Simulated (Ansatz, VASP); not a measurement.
# Rh in VASP and in Ansatz

```
Rh
1.0
     0.00000    1.91500    1.91500
     1.91500    0.00000    1.91500
     1.91500    1.91500    0.00000
Rh
1
Direct
  0.00000 0.00000 0.00000
```

Alike in both runs: task single point; functional PBE; k mesh 7 × 7 × 7; occupations fermi-dirac, width 0.05 eV; no spin polarisation.

|  | VASP | Ansatz |
| --- | --- | --- |
| version | VASP 6.6.1 | Ansatz 0.2.0 |
| potentials or method | VASP PAW PBE potentials, release 64 (Rh_pv), cutoff 500 eV | PAW, plane waves, scalar-relativistic |
| valence electrons in the cell | 15 | 17 |

|  | VASP | Ansatz | Ansatz less VASP |
| --- | --- | --- | --- |
| pressure (GPa) | -1.1 | -1.1 | -0.06 |

VASP's potentials hold 15 valence electrons a cell and Ansatz's 17, so a difference there can come from the potentials and not from the codes.

The k mesh is coarse, so the values compare programs but aren't converged.
